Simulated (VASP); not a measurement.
# Mo (Pm-3m) in VASP: notebook, part 2 of 2

VASP 6.6.1. The steps go on from the part before.

## (6) Relaxation of cell and atoms, PBE

INCAR

```
PREC = Accurate
ENCUT = 600
EDIFF = 1E-6
ISMEAR = 0
SIGMA = 0.1
LREAL = F
LASPH = T
NELM = 100
ALGO = Normal
ISIF = 3
LWAVE = F
LCHARG = F
GGA = PE
IBRION = 2
NSW = 100
EDIFFG = -0.01
```

KPOINTS

```
regular mesh
0
Gamma
  16 16 16
```

POSCAR

```
Mo
1.0
    2.5968526584      0.0000000000      0.0000000000
    0.0000000000      2.5968526584      0.0000000000
    0.0000000000      0.0000000000      2.5968526584
Mo
1
Direct
    0.0000000000      0.0000000000      0.0000000000
```

Potentials or basis: VASP PAW PBE potentials, release 64 (Mo_sv).

On the command line:

```
> cat potpaw_PBE.64/Mo_sv/POTCAR > POTCAR
> mpirun -np 1 vasp_std > vasp.out
```

OUTCAR:

```text
PREC = Accurate
   ENCUT = 600
   EDIFF = 1E-6
   ISMEAR = 0
   LREAL = F
   LASPH = T
   NELM = 100
   ISIF = 3
   GGA = PE
   IBRION = 2
   NSW = 100
   EDIFFG = -0.01

 ion  position               nearest neighbor table
   1  0.000  0.000  0.000-

  LATTYP: Found a simple cubic cell.
 ALAT       =     2.5968526584

  Lattice vectors:

 A1 = (   2.5968526584,   0.0000000000,   0.0000000000)
 A2 = (   0.0000000000,   2.5968526584,   0.0000000000)
 A3 = (   0.0000000000,   0.0000000000,   2.5968526584)

Analysis of symmetry for initial positions (statically):
=====================================================================
 Subroutine PRICEL returns:
 Original cell was already a primitive cell.

 Routine SETGRP: Setting up the symmetry group for a
 simple cubic supercell.

 Subroutine GETGRP returns: Found 48 space group operations
 (whereof 48 operations were pure point group operations)
 out of a pool of 48 trial point group operations.

The static configuration has the point symmetry O_h .

Analysis of symmetry for dynamics (positions and initial velocities):
[... 166 lines left out ...]
  -------------------------------------------------------------------------------------
  Total        0.2203074      0.2203074      0.2203074      0.0000000      0.0000000     -0.0000000
  in kB       20.1556965     20.1556965     20.1556965      0.0000000      0.0000000     -0.0000000
  external PRESSURE =      20.1556965 kB  Pullay stress =       0.0000000 kB
[... 57 lines left out ...]
--------------------------------------- Ionic step        3  -------------------------------------------

 number of electron      13.9999999 magnetization

 Free energy of the ion-electron system (eV)
  ---------------------------------------------------
  ext. energy  EPLUGINS =         0.00000000
  ---------------------------------------------------
  free energy    TOTEN  =        -9.78575285 eV

  energy without entropy =       -9.77983709  energy(sigma->0) =       -9.78279497

 E-fermi :  10.5237     XC(G=0): -12.5593

 val. band max:       10.4857011469   @ k =   0.3750   0.3125   0.1875
 cond. band min:      10.5249132482   @ k =   0.4375   0.3125   0.1875
 fundamental gap:      0.0392121013
 Fermi energy:        10.5237440098

 k-point     1 :       0.0000    0.0000    0.0000
  band No.  band energies     occupation
      1     -50.5102      2.00000
      2     -23.7994      2.00000
      3     -23.7994      2.00000
      4     -23.7994      2.00000
      5       4.1409      2.00000
      6       6.4702      2.00000
      7       6.4702      2.00000
      8      14.3862      0.00000
      9      14.3862      0.00000
     10      14.3862      0.00000
     11      26.0211      0.00000
[... 309 lines left out ...]
 k-point    24 :       0.5000    0.1250    0.0000
  band No.  band energies     occupation
      1     -50.2906      2.00000
      2     -25.2151      2.00000
      3     -23.8792      2.00000
      4     -23.6476      2.00000
      5       7.3836      2.00000
      6       8.0885      2.00000
      7       8.8620      2.00000
      8      11.3112      0.00000
      9      12.8999      0.00000
     10      14.1934      0.00000
     11      19.5661      0.00000

 [... further k-points ...]
[... 5 lines left out ...]
  --------------------------------------------------------------------------------------
  -------------------------------------------------------------------------------------
  Total       -0.0015180     -0.0015180     -0.0015180      0.0000000      0.0000000      0.0000000
  in kB       -0.1374541     -0.1374541     -0.1374541      0.0000000      0.0000000      0.0000000
  external PRESSURE =      -0.1374541 kB  Pullay stress =       0.0000000 kB
[... 16 lines left out ...]
  FREE ENERGIE OF THE ION-ELECTRON SYSTEM (eV)
  ---------------------------------------------------
  free  energy   TOTEN  =        -9.7857528453 eV

  energy  without entropy=       -9.7798370909  energy(sigma->0) =       -9.78279497

 reached required accuracy - stopping structural energy minimisation
```

CONTCAR:

```text
Mo
   1.00000000000000
     2.6057987984390176    0.0000000000000000   -0.0000000000000000
     0.0000000000000000    2.6057987984390176   -0.0000000000000000
     0.0000000000000000    0.0000000000000000    2.6057987984390176
  Mo
     1
Direct
     0.0000000000000000    0.0000000000000000    0.0000000000000000

  0.00000000E+00  0.00000000E+00  0.00000000E+00
```

Run time: 40 s. Hardware: 1 thread of Intel Xeon 6975P-C, shared host; peak memory 0.17 GiB.

What came out:

```
Free energy                            : -9.7858 eV
Relaxed volume                         : 17.69 Å³/atom
Relaxed cell                           : a = 2.606 Å, b = 2.606 Å, c = 2.606 Å, α = 90.00°, β = 90.00°, γ = 90.00°
Space group after relaxing (to 0.05 Å) : Pm-3m (No. 221)
Energy gained by relaxing              : 1.1 meV/atom
Ionic steps                            : 3
Pressure after relaxing                : 0.0 GPa
Band gap on the k mesh                 : zero (band 7 reaches 12.05 eV, above the bottom of band 8 at 9.52 eV)
```

The path:
```csv
step,energy change (eV),largest force (eV/Å),pressure (GPa),volume (Å³)
1,0.0000,0.0000,2.02,17.51
2,0.0037,0.0000,-3.97,18.08
3,-0.0011,0.0000,-0.01,17.69
```

Final structure:
```
Mo
1.0
     2.60580    0.00000    0.00000
     0.00000    2.60580    0.00000
     0.00000    0.00000    2.60580
Mo
1
Direct
  0.00000 0.00000 0.00000
```

Levels at points of the mesh, in eV from the Fermi level:
```
           k point  band 4  band 5  band 6  band 7  band 8  band 9  band 10  band 11
(0.00, 0.00, 0.00)  -34.32   -6.38   -4.05   -4.05    3.86    3.86     3.86    15.50
(0.50, 0.00, 0.00)  -34.19   -3.39   -3.17    0.16    0.70    0.70     4.18     9.11
(0.50, 0.50, 0.00)  -34.06   -5.18   -2.17    1.35    1.35    5.80     5.80     6.07
(0.50, 0.50, 0.50)  -35.37   -3.61   -3.61   -3.61    6.28    6.28     7.81    12.75
```

## (7) Summary

```csv
task,cell,k mesh,cutoff (eV),gap on the mesh (eV),pressure (GPa),relaxed volume (Å³/atom)
single point,"a = 2.597 Å, 1 atom",6 × 6 × 6,520,none,0.5,-
single point,"a = 2.553 Å, 1 atom",8 × 8 × 8,520,none,15.0,-
relaxation of cell and atoms,"relaxed from a = 2.553 Å, 1 atom",6 × 6 × 6,600,none,0.0,17.55
single point,"a = 2.604 Å, 1 atom",16 × 16 × 16,520,none,0.4,-
relaxation of cell and atoms,"relaxed from a = 2.597 Å, 1 atom",16 × 16 × 16,600,none,0.0,17.69
```

Alike in all rows: level PBE; potentials or basis VASP PAW PBE potentials, release 64 (Mo_sv); no spin polarisation; smearing gaussian 0.1 eV.

Caveats: some runs use coarse meshes.

Absolute energies hang on the potentials; compare differences alone.
